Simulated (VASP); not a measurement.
# Co (P6_3/mmc) in VASP: notebook, part 2 of 3

VASP 6.6.1. The steps go on from the part before.

## (3) Single point, BLYP, collinear spin, ferromagnetic start (11.79 Å³/atom)

This run uses another cell than the first one, of 11.79 Å³/atom.

Input file INCAR:

```
SYSTEM = Co
PREC = Accurate ; ENCUT = 520
EDIFF = 1E-7 ; ISMEAR = -1
SIGMA = 0.05 ; LREAL = .FALSE.
LASPH = .TRUE. ; NELM = 150
ALGO = Normal ; ISIF = 2
LWAVE = .FALSE. ; LCHARG = .FALSE.
ISPIN = 2 ; MAGMOM = 1.677 1.677
LORBIT = 11 ; LMAXMIX = 4
GGA = B5 ; ALDAX = 1.0
AGGAX = 1.0 ; AGGAC = 1.0
ALDAC = 0.0 ; NBANDS = 20
```

Input file KPOINTS:

```
regular mesh
0
G
  23 23 13
  0 0 0
```

Input file POSCAR:

```
Co
1.0
    2.5658911312      0.0000000000      0.0000000000
   -1.2829455656      2.2221269030      0.0000000000
    0.0000000000      0.0000000000      4.1369039468
Co
2
Direct
    0.3333333333      0.6666666667      0.2500000000
    0.6666666667      0.3333333333      0.7500000000
```

Potentials or basis: VASP PAW PBE potentials, release 64 (Co).

Launch:

```sh
$ cat potpaw_PBE.64/Co/POTCAR > POTCAR
$ mpirun -np 1 vasp_std > vasp.out
```

OUTCAR:

```text
SYSTEM = Co
   PREC = Accurate
   ENCUT = 520
   EDIFF = 1E-7
   ISMEAR = -1
   LREAL = .FALSE.
   LASPH = .TRUE.
   NELM = 150
   ISIF = 2
   ISPIN = 2
   LORBIT = 11
   GGA = B5

 ion  position               nearest neighbor table
   1  0.333  0.667  0.250-   2 2.54   2 2.54   2 2.54   2 2.54   2 2.54   2 2.54
   2  0.667  0.333  0.750-   1 2.54   1 2.54   1 2.54   1 2.54   1 2.54   1 2.54

  LATTYP: Found a hexagonal cell.
 ALAT       =     2.5658911312
 C/A-ratio  =     1.6122679160

  Lattice vectors:

 A1 = (   2.5658911312,   0.0000000000,   0.0000000000)
 A2 = (  -1.2829455656,   2.2221269030,   0.0000000000)
 A3 = (   0.0000000000,   0.0000000000,   4.1369039468)

Analysis of symmetry for initial positions (statically):
=====================================================================
 Subroutine PRICEL returns:
 Original cell was already a primitive cell.

 Routine SETGRP: Setting up the symmetry group for a
 hexagonal supercell.

 Subroutine GETGRP returns: Found 24 space group operations
 (whereof 12 operations were pure point group operations)
 out of a pool of 24 trial point group operations.

The static configuration has the point symmetry D_3d.
 The point group associated with its full space group is D_6h.

Analysis of symmetry for dynamics (positions and initial velocities):
=====================================================================
 Subroutine PRICEL returns:
 Original cell was already a primitive cell.

 Routine SETGRP: Setting up the symmetry group for a
 hexagonal supercell.

 Subroutine GETGRP returns: Found 24 space group operations
 (whereof 12 operations were pure point group operations)
 out of a pool of 24 trial point group operations.

The dynamic configuration has the point symmetry D_3d.
 The point group associated with its full space group is D_6h.

Analysis of structural, dynamic, and magnetic symmetry:
=====================================================================
 Subroutine PRICEL returns:
 Original cell was already a primitive cell.

 Routine SETGRP: Setting up the symmetry group for a
 hexagonal supercell.

 Subroutine GETGRP returns: Found 24 space group operations
 (whereof 12 operations were pure point group operations)
 out of a pool of 24 trial point group operations.

The overall configuration has the point symmetry D_3d.
 The point group associated with its full space group is D_6h.

 Subroutine INISYM returns: Found 24 space group operations
 (whereof 12 operations are pure point group operations),
 and found     1 'primitive' translations

----------------------------------------------------------------------------------------

                                     Primitive cell

  volume of cell :      23.5875

  direct lattice vectors                    reciprocal lattice vectors
     2.565891131  0.000000000  0.000000000     0.389728149  0.225009651  0.000000000
    -1.282945566  2.222126903  0.000000000     0.000000000  0.450019303  0.000000000
     0.000000000  0.000000000  4.136903947     0.000000000  0.000000000  0.241726666

  length of vectors
[... 71 lines left out ...]
   NGXF,Y,Z  is equivalent  to a cutoff of  25.92, 25.92, 25.72 a.u.
 SYSTEM =  Co
   PREC   = accura    normal or accurate (medium, high low for compatibility)
   ISTART =      0    job   : 0-new  1-cont  2-samecut
   ICHARG =      2    charge: 1-file 2-atom 10-const
   ISPIN  =      2    spin polarized calculation?
   LNONCOLLINEAR =      F non collinear calculations
   LSORBIT =      F    spin-orbit coupling
   LASPH  =      T    aspherical Exc in radial PAW
   ENCUT  =  520.0 eV  38.22 Ry    6.18 a.u.   4.77  4.77  7.69*2*pi/ulx,y,z
   NELM   =    150;   NELMIN=  2; NELMDL= -5     # of ELM steps
   EDIFF  = 0.1E-06   stopping-criterion for ELM
   LREAL  =      F    real-space projection
   EDIFFG = 0.1E-05   stopping-criterion for IOM
   NSW    =      0    number of steps for IOM
   IBRION =     -1    ionic relax: 0-MD 1-quasi-New 2-CG
   NFREE  =      0    steps in history (QN), initial steepest desc. (CG)
   ISIF   =      2    stress and relaxation
   ISYM   =      2    0-nonsym 1-usesym 2-fastsym
   POTIM  = 0.5000    time-step for ionic-motion
   TEBEG  =    0.0;   TEEND  =   0.0 temperature during run
   PSTRESS=    0.0 pullay stress
   NELECT =      18.0000    total number of electrons
   NUPDOWN=      -1.0000    fix difference up-down
   EMIN   =  10.00;   EMAX   =-10.00  energy-range for DOS
   EFERMI =   0.00;   METHOD = LEGACY
   ISMEAR =    -1;   SIGMA  =   0.05  broadening in eV -4-tet -1-fermi 0-gaus
   EFERMI_NEDOS =   21; number of points for ismear=-14 and -15
   IALGO  =     38    algorithm
   IMIX   =      4    mixing-type and parameters
     AMIX     =   0.40;   BMIX     =  1.00
     AMIX_MAG =   1.60;   BMIX_MAG =  1.00
  volume/ion in A,a.u.               =      11.79        79.59
  Fermi-wavevector in a.u.,A,eV,Ry     =   1.496023  2.827073 30.450977  2.238084
  Thomas-Fermi vector in A             =   2.608092
   LORBIT       =     11    0 simple, 1 ext, 2 COOP (PROOUT), +10 PAW based schemes
   GGA     = B5    functional components
   LHFCALC =     F    Hartree Fock is set to
   AEXX    =    0.0000 exact exchange contribution
   IVDW    =     0    specifies the selected vdW correction
   LEPSILON=     F    determine dielectric tensor
   LRPA    =     F    only Hartree local field effects (RPA)
 spin polarized calculation
  energy-cutoff  :      520.00
  volume of cell :       23.59
 maximum number of plane-waves:       651
 NGX is ok and might be reduce to    20
   NGX =  9   NGY =  9   NGZ = 15

 number of electron      18.0000015 magnetization       3.2546718

 Free energy of the ion-electron system (eV)
  ---------------------------------------------------
  ext. energy  EPLUGINS =         0.00000000
  ---------------------------------------------------
  free energy    TOTEN  =       -12.11240677 eV

  energy without entropy =      -12.09543944  energy(sigma->0) =      -12.10392311

 E-fermi :   9.5829     XC(G=0): -12.3312

 val. band max:        9.5783913520   @ k =   0.4348   0.0870   0.3846
 cond. band min:       9.5881313043   @ k =   0.2609   0.0435   0.3846
 fundamental gap:      0.0097399523
 Fermi energy:         9.5828958864

 spin component 1

 k-point     1 :       0.0000    0.0000    0.0000
  band No.  band energies     occupation
      1       1.3021      1.00000
      2       4.8841      1.00000
      3       7.1283      1.00000
      4       7.1360      1.00000
      5       7.1360      1.00000
      6       7.4079      1.00000
[... 541 lines left out ...]
     19      33.8150      0.00000
     20      36.5213      0.00000

 [... further k-points ...]

 spin component 2

 k-point     1 :       0.0000    0.0000    0.0000
  band No.  band energies     occupation
      1       1.3267      1.00000
      2       5.8332      1.00000
      3       8.7301      1.00000
      4       8.7436      1.00000
      5       8.7436      1.00000
      6       9.0642      0.99997
[... 541 lines left out ...]
     19      33.9030      0.00000
     20      36.6990      0.00000

 [... further k-points ...]

------------------------ aborting loop because EDIFF is reached ----------------------------------------

  FORCE on cell =-STRESS in cart. coord.  units (eV):
  Direction    XX          YY          ZZ          XY          YZ          ZX
  --------------------------------------------------------------------------------------
  -------------------------------------------------------------------------------------
  Total       -0.9980266     -0.9980266     -0.9716414     -0.0000000      0.0000000      0.0000000
  in kB      -67.7907087    -67.7907087    -65.9985046     -0.0000000      0.0000000      0.0000000
  external PRESSURE =     -67.1933074 kB  Pullay stress =       0.0000000 kB

 VOLUME and BASIS-vectors are now :
 -----------------------------------------------------------------------------
  energy-cutoff  :      520.00
  volume of cell :       23.59
      direct lattice vectors                 reciprocal lattice vectors
     2.565891131  0.000000000  0.000000000     0.389728149  0.225009651  0.000000000
    -1.282945566  2.222126903  0.000000000     0.000000000  0.450019303  0.000000000
     0.000000000  0.000000000  4.136903947     0.000000000  0.000000000  0.241726666

 POSITION                                       TOTAL-FORCE (eV/Angst)
 -----------------------------------------------------------------------------------
     -0.00000      1.48142      1.03423         0.000000      0.000000      0.000000
      1.28295      0.74071      3.10268        -0.000000     -0.000000      0.000000
 -----------------------------------------------------------------------------------
    total drift:                               -0.000000      0.000000     -0.000000

  FREE ENERGIE OF THE ION-ELECTRON SYSTEM (eV)
  ---------------------------------------------------
  free  energy   TOTEN  =       -12.1124067732 eV

  energy  without entropy=      -12.0954394421  energy(sigma->0) =      -12.10392311

 total charge

# of ion       s       p       d       tot
------------------------------------------
    1        0.453   0.436   7.268   8.157
    2        0.453   0.436   7.268   8.157
--------------------------------------------------
tot          0.906   0.872  14.536  16.314

 magnetization (x)

# of ion       s       p       d       tot
------------------------------------------
    1       -0.014  -0.047   1.718   1.657
    2       -0.014  -0.047   1.718   1.657
--------------------------------------------------
tot         -0.028  -0.095   3.437   3.314
```

OSZICAR:

```text
N       E                     dE             d eps       ncg     rms          rms(c)
DAV:   1     0.880789338600E+02    0.88079E+02   -0.79116E+03 32640   0.117E+03
DAV:   2    -0.934858027966E+01   -0.97428E+02   -0.87664E+02 31940   0.214E+02
DAV:   3    -0.138764848993E+02   -0.45279E+01   -0.43193E+01 35628   0.562E+01
DAV:   4    -0.139478180324E+02   -0.71333E-01   -0.71270E-01 39512   0.619E+00
DAV:   5    -0.139497653467E+02   -0.19473E-02   -0.19472E-02 36384   0.957E-01    0.129E+01
DAV:   6    -0.126724284730E+02    0.12773E+01   -0.78430E+00 35748   0.549E+01    0.757E+00
DAV:   7    -0.121357722863E+02    0.53666E+00   -0.14172E+00 35788   0.218E+01    0.336E+00
DAV:   8    -0.121252325116E+02    0.10540E-01   -0.15063E-02 40892   0.967E-01    0.149E+00
DAV:   9    -0.121130980481E+02    0.12134E-01   -0.26402E-03 49488   0.828E-01    0.474E-01
DAV:  10    -0.121124681716E+02    0.62988E-03   -0.50325E-04 41168   0.268E-01    0.151E-01
DAV:  11    -0.121124067020E+02    0.61470E-04   -0.72810E-05 44196   0.117E-01    0.323E-02
DAV:  12    -0.121124066524E+02    0.49532E-07   -0.70900E-06 35280   0.262E-02    0.174E-02
DAV:  13    -0.121124074576E+02   -0.80520E-06   -0.30582E-06 43728   0.199E-02    0.107E-02
DAV:  14    -0.121124071234E+02    0.33422E-06   -0.53882E-07 33420   0.663E-03    0.306E-03
DAV:  15    -0.121124067556E+02    0.36780E-06   -0.25050E-08 18420   0.226E-03    0.110E-03
DAV:  16    -0.121124067732E+02   -0.17583E-07   -0.11902E-08 16156   0.110E-03
   1 F= -.12112407E+02 E0= -.12103923E+02  d E =-.169673E-01  mag=     3.2546
```

stdout:

```text
POSCAR found type information on POSCAR Co
 POSCAR found :  1 types and       2 ions
 scaLAPACK will be used
 -----------------------------------------------------------------------------
|                                                                             |
|                                                                             |
|     You enforced a specific xc type in the INCAR file but a different       |
|     I HOPE YOU KNOW WHAT YOU ARE DOING!                                     |
|                                                                             |
 -----------------------------------------------------------------------------

 LDA part: xc-table for (Slater(with rela. corr.)+VWN5), standard interpolation
 POSCAR, INCAR and KPOINTS ok, starting setup
 FFT: planning ... GRIDC
 FFT: planning ... GRID_SOFT
 FFT: planning ... GRID
 WAVECAR not read
 entering main loop
```

Wall time 5.6 min (1 thread of Oxide Virtual Turin-like, shared host); peak memory 0.32 GiB.

Results:

```
Free energy                                           : -12.1124 eV
Pressure                                              : -6.7 GPa
Net moment                                            : 3.25 μB per cell
Site moments                                          : Co +1.66 μB
Valence electrons inside the program's atomic spheres : Co 8.16
```

Stress tensor (GPa, compression positive):
```
-6.78  0.00  0.00
 0.00 -6.78  0.00
 0.00  0.00 -6.60
```

Caveat: the cell stands under tension; the PAW data sets were made with another functional, which shifts forces and pressure a little.

## (4) Single point, BLYP, collinear spin, ferromagnetic start (9.98 Å³/atom)

This run uses another cell than the first one, of 9.98 Å³/atom.

Input file INCAR:

```
PREC = Accurate
ENCUT = 520
EDIFF = 1E-6
ISMEAR = -1
SIGMA = 0.05
LREAL = F
LASPH = T
NELM = 150
ALGO = Normal
ISIF = 2
LWAVE = F
LCHARG = F
ISPIN = 2
MAGMOM = 1.677 1.677
LORBIT = 11
LMAXMIX = 4
GGA = B5
ALDAX = 1.0
AGGAX = 1.0
AGGAC = 1.0
ALDAC = 0.0
NBANDS = 20
```

Input file KPOINTS:

```
regular mesh
0
Gamma
  23 23 13
```

Input file POSCAR:

```
Co
1.0
    2.4269155813      0.0000000000      0.0000000000
   -1.2134577906      2.1017705463      0.0000000000
    0.0000000000      0.0000000000      3.9128381265
Co
2
Direct
    0.3333333333      0.6666666667      0.2500000000
    0.6666666667      0.3333333333      0.7500000000
```

Potentials or basis: VASP PAW PBE potentials, release 64 (Co).

Launch:

```sh
$ cat potpaw_PBE.64/Co/POTCAR > POTCAR
$ mpirun -np 1 vasp_std > vasp.out
```

OUTCAR:

```text
PREC = Accurate
   ENCUT = 520
   EDIFF = 1E-6
   ISMEAR = -1
   LREAL = F
   LASPH = T
   NELM = 150
   ISIF = 2
   ISPIN = 2
   LORBIT = 11
   GGA = B5

 ion  position               nearest neighbor table
   1  0.333  0.667  0.250-   2 2.41   2 2.41   2 2.41   2 2.41   2 2.41   2 2.41
   2  0.667  0.333  0.750-   1 2.41   1 2.41   1 2.41   1 2.41   1 2.41   1 2.41

  LATTYP: Found a hexagonal cell.
 ALAT       =     2.4269155813
 C/A-ratio  =     1.6122679160

  Lattice vectors:

 A1 = (   2.4269155813,   0.0000000000,   0.0000000000)
 A2 = (  -1.2134577906,   2.1017705463,   0.0000000000)
 A3 = (   0.0000000000,   0.0000000000,   3.9128381265)

Analysis of symmetry for initial positions (statically):
=====================================================================
 Subroutine PRICEL returns:
 Original cell was already a primitive cell.

 Routine SETGRP: Setting up the symmetry group for a
 hexagonal supercell.

 Subroutine GETGRP returns: Found 24 space group operations
 (whereof 12 operations were pure point group operations)
 out of a pool of 24 trial point group operations.

The static configuration has the point symmetry D_3d.
 The point group associated with its full space group is D_6h.

Analysis of symmetry for dynamics (positions and initial velocities):
=====================================================================
 Subroutine PRICEL returns:
 Original cell was already a primitive cell.

 Routine SETGRP: Setting up the symmetry group for a
 hexagonal supercell.

 Subroutine GETGRP returns: Found 24 space group operations
 (whereof 12 operations were pure point group operations)
 out of a pool of 24 trial point group operations.

The dynamic configuration has the point symmetry D_3d.
 The point group associated with its full space group is D_6h.

Analysis of structural, dynamic, and magnetic symmetry:
[... 153 lines left out ...]
  ---------------------------------------------------
  ext. energy  EPLUGINS =         0.00000000
  ---------------------------------------------------
  free energy    TOTEN  =       -11.89282022 eV

  energy without entropy =      -11.87919616  energy(sigma->0) =      -11.88600819

 E-fermi :  11.9600     XC(G=0): -13.2876

 val. band max:       11.9587670819   @ k =   0.3913  -0.0000   0.0000
 cond. band min:      11.9600690941   @ k =   0.3478   0.0870   0.4615
 fundamental gap:      0.0013020123
 Fermi energy:        11.9599795688

 spin component 1

 k-point     1 :       0.0000    0.0000    0.0000
  band No.  band energies     occupation
      1       2.7400      1.00000
      2       6.5064      1.00000
      3       9.2990      1.00000
      4       9.3077      1.00000
      5       9.3077      1.00000
      6       9.6698      1.00000
[... 541 lines left out ...]
     19      38.5412      0.00000
     20      41.8744      0.00000

 [... further k-points ...]

 spin component 2

 k-point     1 :       0.0000    0.0000    0.0000
  band No.  band energies     occupation
      1       2.7899      1.00000
      2       7.3988      1.00000
      3      10.8060      1.00000
      4      10.8095      1.00000
      5      10.8095      1.00000
      6      11.2234      1.00000
[... 541 lines left out ...]
     19      38.6589      0.00000
     20      42.0738      0.00000

 [... further k-points ...]

------------------------ aborting loop because EDIFF is reached ----------------------------------------

  FORCE on cell =-STRESS in cart. coord.  units (eV):
  Direction    XX          YY          ZZ          XY          YZ          ZX
  --------------------------------------------------------------------------------------
  -------------------------------------------------------------------------------------
  Total        3.9975201      3.9975201      4.0319729      0.0000000     -0.0000000      0.0000000
  in kB      320.8997549    320.8997549    323.6654413      0.0000000     -0.0000000      0.0000000
  external PRESSURE =     321.8216504 kB  Pullay stress =       0.0000000 kB

 VOLUME and BASIS-vectors are now :
 -----------------------------------------------------------------------------
  energy-cutoff  :      520.00
  volume of cell :       19.96
      direct lattice vectors                 reciprocal lattice vectors
     2.426915581  0.000000000  0.000000000     0.412045647  0.237894665  0.000000000
    -1.213457791  2.101770546  0.000000000     0.000000000  0.475789330  0.000000000
     0.000000000  0.000000000  3.912838127     0.000000000  0.000000000  0.255568968

 POSITION                                       TOTAL-FORCE (eV/Angst)
 -----------------------------------------------------------------------------------
     -0.00000      1.40118      0.97821         0.000000     -0.000000      0.000000
      1.21346      0.70059      2.93463        -0.000000      0.000000      0.000000
 -----------------------------------------------------------------------------------
    total drift:                               -0.000000      0.000000     -0.000000

  FREE ENERGIE OF THE ION-ELECTRON SYSTEM (eV)
  ---------------------------------------------------
  free  energy   TOTEN  =       -11.8928202248 eV

  energy  without entropy=      -11.8791961633  energy(sigma->0) =      -11.88600819

 total charge

# of ion       s       p       d       tot
------------------------------------------
    1        0.520   0.576   7.378   8.473
    2        0.520   0.576   7.378   8.473
--------------------------------------------------
tot          1.040   1.152  14.755  16.947

 magnetization (x)

# of ion       s       p       d       tot
------------------------------------------
    1       -0.016  -0.050   1.587   1.522
    2       -0.016  -0.050   1.587   1.522
--------------------------------------------------
tot         -0.031  -0.099   3.173   3.043
```

It took 5.3 min on 1 thread of Oxide Virtual Turin-like, shared host; peak memory 0.28 GiB.

What came out:

- Free energy: -11.8928 eV
- Pressure: 32.2 GPa
- Net moment: 3.04 μB per cell
- Site moments: Co +1.52 μB
- Valence electrons inside the program's atomic spheres: Co 8.47

Stress tensor (GPa, compression positive):
```
32.09  0.00  0.00
 0.00 32.09  0.00
 0.00  0.00 32.37
```

Caveat: the cell stands under pressure; the PAW data sets were made with another functional, which shifts forces and pressure a little.

[end of part 2 of 3]
